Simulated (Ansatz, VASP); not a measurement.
## Cs: VASP beside Ansatz

POSCAR

```
Cs
1.0
    0.0000000000      2.8189630000      2.8189630000
    2.8189630000      0.0000000000      2.8189630000
    2.8189630000      2.8189630000      0.0000000000
Cs
1
Direct
    0.0000000000      0.0000000000      0.0000000000
```

The input INCAR.step1:

```
PREC     = Accurate       # precision mode
ENCUT    = 400            # plane-wave cutoff, eV
EDIFF    = 1E-5           # SCF threshold, eV
ISMEAR   = 0              # smearing method
SIGMA    = 0.1421         # smearing width, eV
LREAL    = F              # projectors in reciprocal space
LASPH    = T              # aspherical terms in the spheres
NELM     = 120            # most SCF steps
ALGO     = Normal         # electronic algorithm
ISIF     = 2              # what is computed and relaxed
LWAVE    = T              # write WAVECAR
LCHARG   = F              # write CHGCAR
GGA      = PE             # functional
NBANDS   = 10             # bands
GGA_COMPAT= F
```

Contents of INCAR.step2:

```
PREC     = Accurate       # precision mode
ENCUT    = 400            # plane-wave cutoff, eV
EDIFF    = 1E-6           # SCF threshold, eV
ISMEAR   = 0              # smearing method
SIGMA    = 0.1421         # smearing width, eV
LREAL    = F              # projectors in reciprocal space
LASPH    = T              # aspherical terms in the spheres
NELM     = 120            # most SCF steps
ALGO     = Normal         # electronic algorithm
ISIF     = 2              # what is computed and relaxed
LWAVE    = F              # write WAVECAR
LCHARG   = F              # write CHGCAR
GGA      = PE             # functional
LHFCALC  = T              # exact exchange
HFSCREEN = 0.2079         # screening, 1/A
PRECFOCK = Normal       
ISTART   = 1            
NBANDS   = 10             # bands
GGA_COMPAT= F
```

Contents of KPOINTS:

```
regular mesh
0
Gamma
  3 3 3
```

Input for Ansatz:

```yaml
crystal:
  lattice:
    - [0.0, 2.818963, 2.818963]
    - [2.818963, 0.0, 2.818963]
    - [2.818963, 2.818963, 0.0]
  atoms:
    - { symbol: Cs, position: [0.0, 0.0, 0.0] }
  symmetry: { tolerance: 0.0003 }
kpoints:
  mp_grid: { grid: [3, 3, 3], shift: [0, 0, 0] }
magnetization:
  spin_polarized: false
scf:
  occupations: { method: gaussian, width: 0.1421 }
hamiltonian:
  pseudopotentials: { kind: paw }
  xc: hse06
basis:
  ecutwfc: 420
  fft_grid_basis: typed
output:
  forces: true
  stress: true
  eigenvalues: true
  bader: true
  populations: true
  elf: true
  write_potential: true
  volumetric_format: npy
  dos:
    e_range: [-12, 8]
    de: 0.05
    projected: { site_lists: { Cs: [Cs] } }
```

Alike in both runs: task single point; functional HSE06; k mesh 3 × 3 × 3; occupations gaussian, width 0.1421 eV; no spin polarisation.

```csv
,VASP,Ansatz
version,VASP 6.6.1,Ansatz 0.2.0
potentials or method,"VASP PAW PBE potentials, release 64 (Cs_sv), cutoff 400 eV",PAW plane waves
valence electrons in the cell,9,9
```

Ansatz gave:

* pressure (GPa): 6.8

Task: Which values does VASP return?

Result: Pressure (GPa): 6.7.

The functional is the same, so the differences come from potentials, cutoffs and numerics. Ansatz's warnings: filled band counts differ across k points, stress exchange threshold loose, stress scf threshold loose.

The k mesh is coarse, so the values compare programs but aren't converged. Spin-orbit coupling is off throughout.
